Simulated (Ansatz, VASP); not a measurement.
## SiW2: VASP beside Ansatz

```
Si W
1.0
     4.55785    0.00000    0.00000
    -2.27892    3.94721    0.00000
     0.00000    0.00000    2.62612
Si W
1 2
Direct
  0.00000 0.00000 0.00000
  0.33333 0.66667 0.50000
  0.66667 0.33333 0.50000
```

Change from the starting cell: species swapped into the LaCu2 type (P6/mmm, No. 191).

Alike in both runs: functional PBE; k mesh 6 × 6 × 6; occupations gaussian, width 0.1 eV; no spin polarisation.

Ansatz relaxed the structure, and its values are those at the end. VASP's run is a single point on that final structure, the one shown.

```csv
,VASP,Ansatz
version,VASP 6.6.1,Ansatz 0.2.0
potentials or method,"VASP PAW PBE potentials, release 64 (Si, W_sv), cutoff 520 eV","scalar-relativistic, plane waves, PAW"
valence electrons in the cell,32,32
```

VASP gave:

| Item | Value |
| --- | --- |
| gap on the k mesh at the Fermi level (eV) | none |
| pressure (GPa) | 0.5 |

**Question.** Estimate Ansatz's values.

**Answer.** gap on the k mesh at the Fermi level (eV): none; pressure (GPa): 0.1.

A gap of «none» marks a metal or a gap that the smearing closes.

The k mesh is coarse, so the values compare programs but aren't converged. Spin-orbit coupling is off throughout.
